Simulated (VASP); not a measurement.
Ti3Pt5:

```
Ti Pt
1.0
     0.00000    3.99875    3.99875
     3.99875    0.00000    3.99875
     3.99875    3.99875    0.00000
Ti Pt
3 5
Direct
  0.00000 0.00000 0.00000
  0.50000 0.00000 0.00000
  0.50000 0.50000 0.00000
  0.00000 0.00000 0.50000
  0.00000 0.50000 0.00000
  0.00000 0.50000 0.50000
  0.50000 0.00000 0.50000
  0.50000 0.50000 0.50000
```

| Item | Value |
| --- | --- |
| Program | VASP 6.6.1 |
| Task | relaxation of cell and atoms |
| Functional | r2SCAN |
| Potentials or basis | VASP PAW PBE potentials, release 64 (Ti_sv, Pt) |
| Cutoff | 550 eV |
| k mesh | 5 × 5 × 5 |
| Occupations | fermi-dirac, width 0.05 eV |
| Spin | no spin polarisation |

At the start: pressure -8.1 GPa; volume 15.99 Å³/atom.

**Question.** Where does the relaxation end?

**Answer.** Over 5 steps the energy falls by 26.8 meV/atom and the volume is 15.41 Å³/atom (-3.6 %); space group R-3m (No. 166, to 0.1 Å) before and after.

Step by step:
| step | energy change (eV) | largest force (eV/Å) | pressure (GPa) | volume (Å³) |
| --- | --- | --- | --- | --- |
| 1 | 0.0000 | 0.0000 | -8.08 | 127.88 |
| 2 | 0.4385 | 0.0000 | 22.76 | 113.46 |
| 3 | -0.1900 | 0.0000 | 0.89 | 122.50 |
| 4 | -0.1902 | 0.0000 | 1.15 | 122.36 |
| 5 | -0.2143 | 0.0000 | -0.10 | 123.26 |

Final structure:
```
CELL_PARAMETERS angstrom
0.00000 4.00098 4.00098
4.00098 0.00000 4.00098
3.90031 3.90031 0.10067
ATOMIC_POSITIONS crystal
Ti 0.00000 0.00000 0.00000
Ti 0.50000 0.00000 0.00000
Ti 0.50000 0.50000 0.00000
Pt 0.00000 0.00000 0.50000
Pt 0.00000 0.50000 0.00000
Pt 0.00000 0.50000 0.50000
Pt 0.50000 0.00000 0.50000
Pt 0.50000 0.50000 0.50000
```

Caveat: the PAW data sets were made with another functional, which shifts forces and pressure a little.
